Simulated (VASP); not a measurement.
A run of VASP 6.6.1 is set up as follows.

File INCAR:

```
PREC = Accurate
ENCUT = 520
EDIFF = 1E-7
ISMEAR = -1
SIGMA = 0.03
LREAL = False
LASPH = True
NELM = 80
ALGO = Normal
ISIF = 2
LWAVE = False
LCHARG = False
GGA = PE
NBANDS = 21
```

KPOINTS

```
regular mesh
0
Gamma
  14 14 8
```

File POSCAR:

```
Ru
1.0
    2.6505634408      0.0000000000      0.0000000000
   -1.3252817204      2.2954552741      0.0000000000
    0.0000000000      0.0000000000      4.1944897589
Ru
2
Direct
    0.3333333333      0.6666666667      0.2500000000
    0.6666666667      0.3333333333      0.7500000000
```

Potentials or basis: VASP PAW PBE potentials, release 64 (Ru_pv).

The run is started by

```console
$ cat potpaw_PBE.64/Ru_pv/POTCAR > POTCAR
$ mpirun -np 1 vasp_std > vasp.out
```

Q: Estimate the band gap on the k mesh.

A: Zero (band 14 reaches 15.81 eV, above the bottom of band 15 at 12.35 eV).

Q: Predict the pressure.

A: 28.5 GPa.

Stress tensor (GPa, compression positive):
```
28.68  0.00  0.00
 0.00 28.68  0.00
 0.00  0.00 28.21
```
